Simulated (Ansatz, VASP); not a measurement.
**B2F in VASP and in Ansatz**

```
B F
1.0
     2.19452    0.00000    0.00000
    -1.09726    1.90051    0.00000
     0.00000    0.00000    5.11195
B F
2 1
Direct
  0.00000 0.00000 0.69146
  0.00000 0.00000 0.30854
  0.00000 0.00000 0.00000
```

Alike in both runs: functional PBE; k mesh 24 × 24 × 10; occupations gaussian, width 0.1 eV; no spin polarisation.

Ansatz relaxed the structure, and its values are those at the end. VASP's run is a single point on that final structure, the one shown.

|  | VASP | Ansatz |
| --- | --- | --- |
| version | VASP 6.6.1 | Ansatz 0.2.0 |
| potentials or method | VASP PAW PBE potentials, release 64 (B, F), cutoff 520 eV | scalar-relativistic, plane waves, PAW |
| valence electrons in the cell | 13 | 13 |

|  | VASP | Ansatz | Ansatz less VASP |
| --- | --- | --- | --- |
| gap on the k mesh at the Fermi level (eV) | none | none | - |
| pressure (GPa) | -0.1 | 0.0 | +0.09 |
| rms of the force components (eV/Å) | 0.018 | 0.000 | -0.0180 |

A gap of «none» marks a metal or a gap that the smearing closes.
